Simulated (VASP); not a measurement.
# Na (Fd-3m) in VASP: further runs

The runs below take Na through single point, with LDA.

Program: VASP 6.6.1. These are calculated values, not measurements. Logs are shortened: lines on timing, memory, paths and dates and some standing lists are left out, and cuts for length are marked.

**1. The cell of the first run**

Symmetry: Fd-3m, No. 227, cubic system. The conventional cell has a = 7.253 Å, b = 7.253 Å, c = 7.253 Å, α = 90.00°, β = 90.00°, γ = 90.00°. Na (site symmetry -43m) has 4 Na at 3.14 Å within 4.1 Å.

**2. Single point, LDA**

INCAR reads:

```
ALGO = Normal
EDIFF = 1E-6
ENCUT = 500
GGA = CA
GGA_COMPAT = False
ISIF = 2
ISMEAR = 1
LASPH = True
LCHARG = False
LREAL = False
LWAVE = False
NBANDS = 14
NELM = 120
PREC = Accurate
SIGMA = 0.1
```

KPOINTS reads:

```
k-points
0
Gamma
  5 5 5
```

POSCAR reads:

```
Na
1.0
    0.0000000000      3.6265475518      3.6265475518
    3.6265475518      0.0000000000      3.6265475518
    3.6265475518      3.6265475518      0.0000000000
Na
2
Direct
    0.0000000000      0.0000000000      0.0000000000
    0.2500000000      0.2500000000      0.2500000000
```

Potentials or basis: VASP PAW LDA potentials, release 64 (Na_pv).

Run with:

```console
cat potpaw_LDA.64/Na_pv/POTCAR > POTCAR
mpirun -np 1 vasp_std > vasp.out
```

OUTCAR:

```text
EDIFF = 1E-6
   ENCUT = 500
   GGA = CA
   ISIF = 2
   ISMEAR = 1
   LASPH = True
   LREAL = False
   NELM = 120
   PREC = Accurate

 ion  position               nearest neighbor table
   1  0.000  0.000  0.000-
   2  0.250  0.250  0.250-

  LATTYP: Found a face centered cubic cell.
 ALAT       =     7.2530951036

  Lattice vectors:

 A1 = (   0.0000000000,   3.6265475518,   3.6265475518)
 A2 = (   3.6265475518,   0.0000000000,   3.6265475518)
 A3 = (   3.6265475518,   3.6265475518,   0.0000000000)

Analysis of symmetry for initial positions (statically):
=====================================================================
 Subroutine PRICEL returns:
 Original cell was already a primitive cell.

 Routine SETGRP: Setting up the symmetry group for a
 face centered cubic supercell.

 Subroutine GETGRP returns: Found 48 space group operations
 (whereof 24 operations were pure point group operations)
 out of a pool of 48 trial point group operations.

The static configuration has the point symmetry T_d .
 The point group associated with its full space group is O_h .

Analysis of symmetry for dynamics (positions and initial velocities):
=====================================================================
 Subroutine PRICEL returns:
 Original cell was already a primitive cell.

 Routine SETGRP: Setting up the symmetry group for a
 face centered cubic supercell.

 Subroutine GETGRP returns: Found 48 space group operations
 (whereof 24 operations were pure point group operations)
 out of a pool of 48 trial point group operations.

The dynamic configuration has the point symmetry T_d .
 The point group associated with its full space group is O_h .

 Subroutine INISYM returns: Found 48 space group operations
 (whereof 24 operations are pure point group operations),
 and found     1 'primitive' translations

----------------------------------------------------------------------------------------

                                     Primitive cell

  volume of cell :      95.3916

  direct lattice vectors                    reciprocal lattice vectors
     0.000000000  3.626547552  3.626547552    -0.137872175  0.137872175  0.137872175
     3.626547552  0.000000000  3.626547552     0.137872175 -0.137872175  0.137872175
     3.626547552  3.626547552  0.000000000     0.137872175  0.137872175 -0.137872175

  length of vectors
     5.128712732  5.128712732  5.128712732     0.238801613  0.238801613  0.238801613

  position of ions in fractional coordinates (direct lattice)
     0.000000000  0.000000000  0.000000000
     0.250000000  0.250000000  0.250000000

  ion indices of the primitive-cell ions
   primitive index   ion index
                 1           1
                 2           2

----------------------------------------------------------------------------------------

 KPOINTS: k-points

Automatic generation of k-mesh.
 Grid dimensions read from file:
 generate k-points for:    5    5    5

 Generating k-lattice:

  Cartesian coordinates                     Fractional coordinates (reciprocal lattice)
    -0.027574435  0.027574435  0.027574435     0.200000000  0.000000000  0.000000000
     0.027574435 -0.027574435  0.027574435     0.000000000  0.200000000  0.000000000
     0.027574435  0.027574435 -0.027574435     0.000000000  0.000000000  0.200000000

  Length of vectors
     0.047760323  0.047760323  0.047760323

  Shift w.r.t. Gamma in fractional coordinates (k-lattice)
     0.000000000  0.000000000  0.000000000

 Subroutine IBZKPT returns following result:
 ===========================================

 Found     10 irreducible k-points:

 Following reciprocal coordinates:
            Coordinates               Weight
  0.000000  0.000000  0.000000      1.000000
  0.200000  0.000000  0.000000      8.000000
  0.400000  0.000000  0.000000      8.000000
  0.200000  0.200000  0.000000      6.000000
  0.400000  0.200000  0.000000     24.000000
 -0.400000  0.200000  0.000000     24.000000
 -0.200000  0.200000  0.000000     12.000000
  0.400000  0.400000  0.000000      6.000000
 -0.400000  0.400000  0.000000     12.000000
 -0.400000  0.400000  0.200000     24.000000
   k-points           NKPTS =     10   k-points in BZ     NKDIM =     10   number of bands    NBANDS=     14
   number of dos      NEDOS =    301   number of ions     NIONS =      2
   total plane-waves  NPLWV =  64000
   dimension x,y,z NGX =    40 NGY =   40 NGZ =   40
   dimension x,y,z NGXF=    80 NGYF=   80 NGZF=   80
   ions per type =               2
   NGX,Y,Z   is equivalent  to a cutoff of  12.97, 12.97, 12.97 a.u.
   NGXF,Y,Z  is equivalent  to a cutoff of  25.93, 25.93, 25.93 a.u.
 SYSTEM =  unknown system
   PREC   = accura    normal or accurate (medium, high low for compatibility)
   ISTART =      0    job   : 0-new  1-cont  2-samecut
   ICHARG =      2    charge: 1-file 2-atom 10-const
   ISPIN  =      1    spin polarized calculation?
   LNONCOLLINEAR =      F non collinear calculations
   LSORBIT =      F    spin-orbit coupling
   LASPH  =      T    aspherical Exc in radial PAW
   ENCUT  =  500.0 eV  36.75 Ry    6.06 a.u.   9.35  9.35  9.35*2*pi/ulx,y,z
   NELM   =    120;   NELMIN=  2; NELMDL= -5     # of ELM steps
   EDIFF  = 0.1E-05   stopping-criterion for ELM
   LREAL  =      F    real-space projection
   EDIFFG = 0.1E-04   stopping-criterion for IOM
   NSW    =      0    number of steps for IOM
   IBRION =     -1    ionic relax: 0-MD 1-quasi-New 2-CG
   NFREE  =      0    steps in history (QN), initial steepest desc. (CG)
   ISIF   =      2    stress and relaxation
   ISYM   =      2    0-nonsym 1-usesym 2-fastsym
   POTIM  = 0.5000    time-step for ionic-motion
   TEBEG  =    0.0;   TEEND  =   0.0 temperature during run
   PSTRESS=    0.0 pullay stress
   NELECT =      14.0000    total number of electrons
   NUPDOWN=      -1.0000    fix difference up-down
   EMIN   =  10.00;   EMAX   =-10.00  energy-range for DOS
   EFERMI =   0.00;   METHOD = LEGACY
   ISMEAR =     1;   SIGMA  =   0.10  broadening in eV -4-tet -1-fermi 0-gaus
   EFERMI_NEDOS =   21; number of points for ismear=-14 and -15
   IALGO  =     38    algorithm
   IMIX   =      4    mixing-type and parameters
     AMIX     =   0.40;   BMIX     =  1.00
     AMIX_MAG =   1.60;   BMIX_MAG =  1.00
  volume/ion in A,a.u.               =      47.70       321.87
  Fermi-wavevector in a.u.,A,eV,Ry     =   0.863537  1.631848 10.145805  0.745696
  Thomas-Fermi vector in A             =   1.981501
   LORBIT       =      0    0 simple, 1 ext, 2 COOP (PROOUT), +10 PAW based schemes
   GGA     = CA    functional components
   LHFCALC =     F    Hartree Fock is set to
   AEXX    =    0.0000 exact exchange contribution
   IVDW    =     0    specifies the selected vdW correction
   LEPSILON=     F    determine dielectric tensor
   LRPA    =     F    only Hartree local field effects (RPA)
 non-spin polarized calculation
 Methfessel and Paxton  Order N= 1 SIGMA  =   0.10
  energy-cutoff  :      500.00
  volume of cell :       95.39
 maximum number of plane-waves:      2438
 NGX is ok and might be reduce to    40
   NGX = 19   NGY = 19   NGZ = 19

 number of electron      13.9999985 magnetization

 Free energy of the ion-electron system (eV)
  ---------------------------------------------------
  ext. energy  EPLUGINS =         0.00000000
  ---------------------------------------------------
  free energy    TOTEN  =        -2.18572836 eV

  energy without entropy =       -2.18174778  energy(sigma->0) =       -2.18440150

 E-fermi :  -0.4170     XC(G=0):  -5.9863

 val. band max:       -0.4193025972   @ k =  -0.4000   0.2000   0.0000
 cond. band min:      -0.3065668012   @ k =  -0.4000   0.4000   0.0000
 fundamental gap:      0.1127357960
 Fermi energy:        -0.4170011600

 k-point     1 :       0.0000    0.0000    0.0000
  band No.  band energies     occupation
      1     -25.9234      2.00000
      2     -25.9234      2.00000
      3     -25.9234      2.00000
      4     -25.8719      2.00000
      5     -25.8719      2.00000
      6     -25.8719      2.00000
      7      -3.2677      2.00000
      8       4.4554      0.00000
      9       4.4554      0.00000
     10       4.4554      0.00000
     11       4.7896      0.00000
     12       4.7896      0.00000
     13       4.7896      0.00000
     14       6.7484      0.00000

 k-point     2 :       0.2000    0.0000    0.0000
  band No.  band energies     occupation
      1     -25.9255      2.00000
      2     -25.9255      2.00000
      3     -25.9230      2.00000
      4     -25.8728      2.00000
      5     -25.8699      2.00000
      6     -25.8699      2.00000
      7      -2.9205      2.00000
      8       2.1184      0.00000
      9       3.8792      0.00000
     10       3.8792      0.00000
     11       5.0754      0.00000
     12       5.4300      0.00000
     13       5.4300      0.00000
     14       6.3078      0.00000

 k-point     3 :       0.4000    0.0000    0.0000
  band No.  band energies     occupation
      1     -25.9285      2.00000
      2     -25.9285      2.00000
      3     -25.9225      2.00000
      4     -25.8742      2.00000
      5     -25.8670      2.00000
      6     -25.8670      2.00000
      7      -1.9061      2.00000
      8      -0.1350     -0.00049
      9       3.6814      0.00000
     10       3.6814      0.00000
     11       4.5966      0.00000
     12       4.5966      0.00000
     13       4.9855      0.00000
     14       5.8366      0.00000
[... 86 lines left out ...]
 k-point     9 :      -0.4000    0.4000    0.0000
  band No.  band energies     occupation
      1     -25.9355      2.00000
      2     -25.9336      2.00000
      3     -25.9025      2.00000
      4     -25.8941      2.00000
      5     -25.8622      2.00000
      6     -25.8606      2.00000
      7      -0.3066     -0.06568
      8      -0.2081     -0.01187
      9       0.5357     -0.00000
     10       2.2999      0.00000
     11       2.9920      0.00000
     12       4.7918      0.00000
     13       8.0163      0.00000
     14       8.1532      0.00000

 k-point    10 :      -0.4000    0.4000    0.2000
  band No.  band energies     occupation
      1     -25.9350      2.00000
      2     -25.9330      2.00000
      3     -25.9065      2.00000
      4     -25.8899      2.00000
      5     -25.8629      2.00000
      6     -25.8611      2.00000
      7      -1.0094      2.00000
      8       0.5957     -0.00000
      9       0.7852     -0.00000
     10       1.3846     -0.00000
     11       5.0136      0.00000
     12       5.0949      0.00000
     13       5.7790      0.00000
     14       7.6996      0.00000

------------------------ aborting loop because EDIFF is reached ----------------------------------------

  FORCE on cell =-STRESS in cart. coord.  units (eV):
  Direction    XX          YY          ZZ          XY          YZ          ZX
  --------------------------------------------------------------------------------------
  -------------------------------------------------------------------------------------
  Total       -0.0213734     -0.0213734     -0.0213734      0.0000000      0.0000000     -0.0000000
  in kB       -0.3589828     -0.3589828     -0.3589828      0.0000000      0.0000000     -0.0000000
  external PRESSURE =      -0.3589828 kB  Pullay stress =       0.0000000 kB

 VOLUME and BASIS-vectors are now :
 -----------------------------------------------------------------------------
  energy-cutoff  :      500.00
  volume of cell :       95.39
      direct lattice vectors                 reciprocal lattice vectors
     0.000000000  3.626547552  3.626547552    -0.137872175  0.137872175  0.137872175
     3.626547552  0.000000000  3.626547552     0.137872175 -0.137872175  0.137872175
     3.626547552  3.626547552  0.000000000     0.137872175  0.137872175 -0.137872175

 POSITION                                       TOTAL-FORCE (eV/Angst)
 -----------------------------------------------------------------------------------
      0.00000      0.00000      0.00000        -0.000000     -0.000000     -0.000000
      1.81327      1.81327      1.81327         0.000000      0.000000      0.000000
 -----------------------------------------------------------------------------------
    total drift:                               -0.000000     -0.000000      0.000000

  FREE ENERGIE OF THE ION-ELECTRON SYSTEM (eV)
  ---------------------------------------------------
  free  energy   TOTEN  =        -2.1857283564 eV

  energy  without entropy=       -2.1817477760  energy(sigma->0) =       -2.18440150
```

Run time: 11 s. Hardware: 1 thread of Intel Xeon Platinum 8259CL at 2.50GHz (Skylake/Cascade Lake), shared host; peak memory 0.18 GiB.

What came out:

```yaml
Free_energy: -2.1857 eV
Pressure: 0.0 GPa
Band_gap_on_the_k_mesh: zero (band 7 reaches -0.31 eV, above the bottom of band 8 at -0.42 eV)
```

[end of part 1 of 2]
